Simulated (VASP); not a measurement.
The system is MgTi2.

```xyz
6
Lattice="5.1439 0.0000 0.0000 -2.5719 4.4547 0.0000 0.0000 0.0000 4.8918" Properties=species:S:1:pos:R:3 pbc="T T T"
Mg    2.5719    1.4849    0.0000
Mg    0.0000    2.9698    0.0000
Ti   -0.8131    1.4083    2.4459
Ti    1.6261    0.0000    2.4459
Ti    1.7589    3.0465    2.4459
Ti    0.0000    0.0000    0.0000
```

- Program: VASP 6.6.1
- Task: relaxation of volume and atoms at fixed shape
- Functional: PBEsol
- Potentials or basis: VASP PAW PBE potentials, release 64 (Mg, Ti_sv)
- Cutoff: 600 eV
- k mesh: 5 × 5 × 5
- Occupations: methfessel-paxton, width 0.05 eV
- Spin: no spin polarisation

At the start: pressure -2.8 GPa; volume 18.68 Å³/atom.

**Question.** Where does the relaxation end?

**Answer.** Over 3 steps the energy falls by 5.8 meV/atom and the volume is 18.04 Å³/atom (-3.4 %); space group P-62m (No. 189, to 0.1 Å) before and after.

Step by step:
| step | energy change (eV) | largest force (eV/Å) | pressure (GPa) | volume (Å³) |
| --- | --- | --- | --- | --- |
| 1 | 0.0000 | 0.0965 | -2.82 | 112.09 |
| 2 | -0.0298 | 0.0025 | 1.18 | 106.85 |
| 3 | -0.0350 | 0.0297 | 0.01 | 108.27 |

Final structure:
```
Mg Ti
1.0
     5.08468    0.00000    0.00000
    -2.54234    4.40346    0.00000
     0.00000    0.00000    4.83548
Mg Ti
2 4
Direct
  0.66667 0.33333 0.00000
  0.33333 0.66667 0.00000
  0.00000 0.31548 0.50000
  0.31548 0.00000 0.50000
  0.68452 0.68452 0.50000
  0.00000 0.00000 0.00000
```

Caveat: the PAW data sets were made with another functional, which shifts forces and pressure a little.
